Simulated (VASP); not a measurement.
# K (Im-3m) in VASP: single point with PBEsol

Aim: the single point of K with PBEsol.

Program: VASP 6.6.1. These are calculated values, not measurements. Logs are shortened: lines on timing, memory, paths and dates and some standing lists are left out, and cuts for length are marked.

### 1 The cell of the first run

It takes space group Im-3m (No. 229, cubic). The conventional cell has a = 5.230 Å, b = 5.230 Å, c = 5.230 Å, α = 90.00°, β = 90.00°, γ = 90.00°.

### 2 Single point, PBEsol

The input, INCAR:

```
SYSTEM = K
  PREC = Accurate
  ENCUT = 520
  EDIFF = 1E-6
  ISMEAR = 0
  SIGMA = 0.05
  LREAL = .FALSE.
  LASPH = .TRUE.
  NELM = 60
  ALGO = Normal
  ISIF = 2
  LWAVE = .FALSE.
  LCHARG = .TRUE.
  GGA = PS
  LELF = .TRUE.
  LVHAR = .TRUE.
  NBANDS = 10
```

The input, KPOINTS:

```
Automatic mesh
0
G
  12 12 12
  0 0 0
```

The input, POSCAR:

```
K
1.0
   -2.6150000000      2.6150000000      2.6150000000
    2.6150000000     -2.6150000000      2.6150000000
    2.6150000000      2.6150000000     -2.6150000000
K
1
Direct
    0.0000000000      0.0000000000      0.0000000000
```

Potentials or basis: VASP PAW PBE potentials, release 64 (K_sv).

On the command line:

```bash
cat potpaw_PBE.64/K_sv/POTCAR > POTCAR
mpirun -np 1 vasp_std > vasp.out
```

OUTCAR:

```text
SYSTEM = K
   PREC = Accurate
   ENCUT = 520
   EDIFF = 1E-6
   ISMEAR = 0
   LREAL = .FALSE.
   LASPH = .TRUE.
   NELM = 60
   ISIF = 2
   GGA = PS

 ion  position               nearest neighbor table
   1  0.000  0.000  0.000-

  LATTYP: Found a body centered cubic cell.
 ALAT       =     5.2300000000

  Lattice vectors:

 A1 = (  -2.6150000000,   2.6150000000,   2.6150000000)
 A2 = (   2.6150000000,  -2.6150000000,   2.6150000000)
 A3 = (   2.6150000000,   2.6150000000,  -2.6150000000)

Analysis of symmetry for initial positions (statically):
=====================================================================
 Subroutine PRICEL returns:
 Original cell was already a primitive cell.

 Routine SETGRP: Setting up the symmetry group for a
 body centered cubic supercell.

 Subroutine GETGRP returns: Found 48 space group operations
 (whereof 48 operations were pure point group operations)
 out of a pool of 48 trial point group operations.

The static configuration has the point symmetry O_h .

Analysis of symmetry for dynamics (positions and initial velocities):
=====================================================================
 Subroutine PRICEL returns:
 Original cell was already a primitive cell.

 Routine SETGRP: Setting up the symmetry group for a
 body centered cubic supercell.

 Subroutine GETGRP returns: Found 48 space group operations
 (whereof 48 operations were pure point group operations)
 out of a pool of 48 trial point group operations.

The dynamic configuration has the point symmetry O_h .

 Subroutine INISYM returns: Found 48 space group operations
 (whereof 48 operations are pure point group operations),
 and found     1 'primitive' translations

----------------------------------------------------------------------------------------

                                     Primitive cell

  volume of cell :      71.5278

  direct lattice vectors                    reciprocal lattice vectors
    -2.615000000  2.615000000  2.615000000     0.000000000  0.191204589  0.191204589
     2.615000000 -2.615000000  2.615000000     0.191204589  0.000000000  0.191204589
     2.615000000  2.615000000 -2.615000000     0.191204589  0.191204589  0.000000000

  length of vectors
     4.529312862  4.529312862  4.529312862     0.270404123  0.270404123  0.270404123

[... 81 lines left out ...]
   NSW    =      0    number of steps for IOM
   IBRION =     -1    ionic relax: 0-MD 1-quasi-New 2-CG
   NFREE  =      0    steps in history (QN), initial steepest desc. (CG)
   ISIF   =      2    stress and relaxation
   ISYM   =      2    0-nonsym 1-usesym 2-fastsym
   POTIM  = 0.5000    time-step for ionic-motion
   TEBEG  =    0.0;   TEEND  =   0.0 temperature during run
   PSTRESS=    0.0 pullay stress
   NELECT =       9.0000    total number of electrons
   NUPDOWN=      -1.0000    fix difference up-down
   EMIN   =  10.00;   EMAX   =-10.00  energy-range for DOS
   EFERMI =   0.00;   METHOD = LEGACY
   ISMEAR =     0;   SIGMA  =   0.05  broadening in eV -4-tet -1-fermi 0-gaus
   EFERMI_NEDOS =   21; number of points for ismear=-14 and -15
   IALGO  =     38    algorithm
   IMIX   =      4    mixing-type and parameters
     AMIX     =   0.40;   BMIX     =  1.00
     AMIX_MAG =   1.60;   BMIX_MAG =  1.00
  volume/ion in A,a.u.               =      71.53       482.69
  Fermi-wavevector in a.u.,A,eV,Ry     =   0.820346  1.550230  9.156290  0.672968
  Thomas-Fermi vector in A             =   1.931312
   LORBIT       =      0    0 simple, 1 ext, 2 COOP (PROOUT), +10 PAW based schemes
   GGA     = PS    functional components
   LHFCALC =     F    Hartree Fock is set to
   AEXX    =    0.0000 exact exchange contribution
   IVDW    =     0    specifies the selected vdW correction
   LEPSILON=     F    determine dielectric tensor
   LRPA    =     F    only Hartree local field effects (RPA)
 non-spin polarized calculation
 Gauss-broadening in eV      SIGMA  =   0.05
  energy-cutoff  :      520.00
  volume of cell :       71.53
 maximum number of plane-waves:      1961
 NGX is ok and might be reduce to    36
   NGX = 17   NGY = 17   NGZ = 17

 number of electron       9.0000000 magnetization

 Free energy of the ion-electron system (eV)
  ---------------------------------------------------
  ext. energy  EPLUGINS =         0.00000000
  ---------------------------------------------------
  free energy    TOTEN  =        -1.13229862 eV

  energy without entropy =       -1.13068664  energy(sigma->0) =       -1.13149263

 E-fermi :  -0.1255     XC(G=0):  -5.7662

 val. band max:       -0.1417875430   @ k =   0.2500   0.2500   0.0000
 cond. band min:      -0.0754960027   @ k =   0.3333   0.1667   0.0000
 fundamental gap:      0.0662915403
 Fermi energy:        -0.1255062084

 k-point     1 :       0.0000    0.0000    0.0000
  band No.  band energies     occupation
      1     -32.0829      2.00000
      2     -15.5906      2.00000
      3     -15.5906      2.00000
      4     -15.5906      2.00000
      5      -2.3054      2.00000
      6       4.2159      0.00000
      7       4.2159      0.00000
      8       4.2159      0.00000
      9       5.1539      0.00000
     10       5.1539      0.00000
[... 287 lines left out ...]
 k-point    24 :       0.4167    0.0833    0.0833
  band No.  band energies     occupation
      1     -32.0780      2.00000
      2     -15.6611      2.00000
      3     -15.6189      2.00000
      4     -15.5954      2.00000
      5       0.5140      0.00000
      6       0.6772      0.00000
      7       2.6760      0.00000
      8       4.5805      0.00000
      9       5.6954      0.00000
     10       5.7129      0.00000

 [... further k-points ...]

------------------------ aborting loop because EDIFF is reached ----------------------------------------

  FORCE on cell =-STRESS in cart. coord.  units (eV):
  Direction    XX          YY          ZZ          XY          YZ          ZX
  --------------------------------------------------------------------------------------
  -------------------------------------------------------------------------------------
  Total       -0.0184466     -0.0184466     -0.0184466      0.0000000      0.0000000      0.0000000
  in kB       -0.4131926     -0.4131926     -0.4131926      0.0000000      0.0000000      0.0000000
  external PRESSURE =      -0.4131926 kB  Pullay stress =       0.0000000 kB

 VOLUME and BASIS-vectors are now :
 -----------------------------------------------------------------------------
  energy-cutoff  :      520.00
  volume of cell :       71.53
      direct lattice vectors                 reciprocal lattice vectors
    -2.615000000  2.615000000  2.615000000     0.000000000  0.191204589  0.191204589
     2.615000000 -2.615000000  2.615000000     0.191204589  0.000000000  0.191204589
     2.615000000  2.615000000 -2.615000000     0.191204589  0.191204589  0.000000000

 POSITION                                       TOTAL-FORCE (eV/Angst)
 -----------------------------------------------------------------------------------
      0.00000      0.00000      0.00000         0.000000      0.000000     -0.000000
 -----------------------------------------------------------------------------------
    total drift:                               -0.000000      0.000000      0.000000

  FREE ENERGIE OF THE ION-ELECTRON SYSTEM (eV)
  ---------------------------------------------------
  free  energy   TOTEN  =        -1.1322986154 eV

  energy  without entropy=       -1.1306866428  energy(sigma->0) =       -1.13149263
```

stdout:

```text
POSCAR found type information on POSCAR K
 POSCAR found :  1 types and       1 ions
 scaLAPACK will be used
 -----------------------------------------------------------------------------
|                                                                             |
|                                                                             |
|     You enforced a specific xc type in the INCAR file but a different       |
|     I HOPE YOU KNOW WHAT YOU ARE DOING!                                     |
|                                                                             |
 -----------------------------------------------------------------------------

 LDA part: xc-table for (Slater+PW92), standard interpolation
 POSCAR, INCAR and KPOINTS ok, starting setup
 FFT: planning ... GRIDC
 FFT: planning ... GRID_SOFT
 FFT: planning ... GRID
 WAVECAR not read
 entering main loop
```

It took 19 s on 1 thread of Intel Xeon 6975P-C (Granite Rapids), shared host; peak memory 0.21 GiB.

What came out:

```yaml
Free_energy: -1.1323 eV
Pressure: 0.0 GPa
```

Caveat: the PAW data sets were made with another functional, which shifts forces and pressure a little.
